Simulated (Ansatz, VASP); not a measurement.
**Two plane-wave programs on Ga3I2**

```xyz
5
Lattice="5.4108 0.0000 0.0000 -2.7054 4.6859 0.0000 0.0000 0.0000 8.9650" Properties=species:S:1:pos:R:3 pbc="T T T"
Ga    0.0000    4.6834    4.4825
Ga   -1.3506    2.3441    4.4825
Ga    1.3506    2.3441    4.4825
I     2.7054    1.5620    1.7945
I     2.7054    1.5620    7.1705
```

Alike in both runs: functional PBE; k mesh 12 × 12 × 4; occupations gaussian, width 0.1 eV; no spin polarisation.

Ansatz relaxed the structure, and its values are those at the end. VASP's run is a single point on that final structure, the one shown.

|  | VASP | Ansatz |
| --- | --- | --- |
| version | VASP 6.6.1 | Ansatz 0.2.0 |
| potentials or method | VASP PAW PBE potentials, release 64 (Ga_d, I), cutoff 520 eV | scalar-relativistic, plane waves, PAW |
| valence electrons in the cell | 53 | 73 |

```tsv
	VASP	Ansatz	Ansatz less VASP
gap on the k mesh at the Fermi level (eV)	none	none	-
pressure (GPa)	0.0	0.0	-0.03
```

A gap of «none» marks a metal or a gap that the smearing closes. VASP's potentials hold 53 valence electrons a cell and Ansatz's 73, so a difference there can come from the potentials and not from the codes.

Neither program's run includes spin-orbit coupling.
